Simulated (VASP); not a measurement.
A run of VASP 6.6.1:

File POSCAR:

```
CoPtO3
1.0
    3.5948770000      0.0269830000     -0.0326580000
    0.0269830000      3.4535620000      0.0851730000
   -0.0326580000      0.0851730000      3.4406370000
Co Pt O
1 1 3
Direct
    0.5069970000      0.4780840000      0.4910200000
    0.9796580000      0.0115770000      0.0233760000
    0.4440390000      0.4934210000      0.0275690000
    0.0191360000      0.5305580000      0.5267390000
    0.4875280000      0.9989670000      0.4976250000
```

The input INCAR.step1:

```
  PREC = Accurate
  ENCUT = 520
  ISMEAR = -1
  SIGMA = 0.1
  LREAL = False
  LASPH = True
  NELM = 150
  ISPIN = 2
  MAGMOM = 0 0.19 0.07 0.06 0.06
  LMAXMIX = 4
  LDAU = True
  LDAUTYPE = 1
  LDAUL = 2 -1 -1
  LDAUU = 5.53 0 0
  LDAUJ = 0.86 0 0
  NBANDS = 30
  GGA = PE
  ALGO = Normal
  EDIFF = 1E-4
  LWAVE = True
  LCHARG = False
```

Contents of INCAR.step2:

```
  PREC = Accurate
  ENCUT = 520
  EDIFF = 1E-7
  ISMEAR = -1
  SIGMA = 0.1
  LREAL = False
  LASPH = True
  NELM = 150
  ALGO = Normal
  ISIF = 2
  LWAVE = False
  LCHARG = False
  ISPIN = 2
  MAGMOM = 0 0.19 0.07 0.06 0.06
  LORBIT = 11
  LMAXMIX = 4
  LDAU = True
  LDAUTYPE = 1
  LDAUL = 2 -1 -1
  LDAUU = 5.53 0 0
  LDAUJ = 0.86 0 0
  LDAUPRINT = 1
  METAGGA = R2SCAN
  LMIXTAU = True
  NBANDS = 30
  ISTART = 1
```

Contents of KPOINTS:

```
regular mesh
0
Gamma
  5 5 5
```

Potentials or basis: VASP PAW PBE potentials, release 64 (Co, Pt, O).

Launch:

```bash
$ cat potpaw_PBE.64/Co/POTCAR potpaw_PBE.64/Pt/POTCAR potpaw_PBE.64/O/POTCAR > POTCAR
$ cp INCAR.step1 INCAR
$ mpirun -np 1 vasp_std > vasp.out
$ cp INCAR.step2 INCAR
$ mpirun -np 1 vasp_std > vasp.out
```

Hardware: 1 thread of Intel(R) Xeon(R) 6975P-C (Granite Rapids), with other jobs on the host.

Problem. Estimate the wall time of this run.

Solution. Run time: 8.5 min on 1 thread of Intel(R) Xeon(R) 6975P-C (Granite Rapids), on a shared host, peak memory 0.28 GiB. Counts: k points 63.
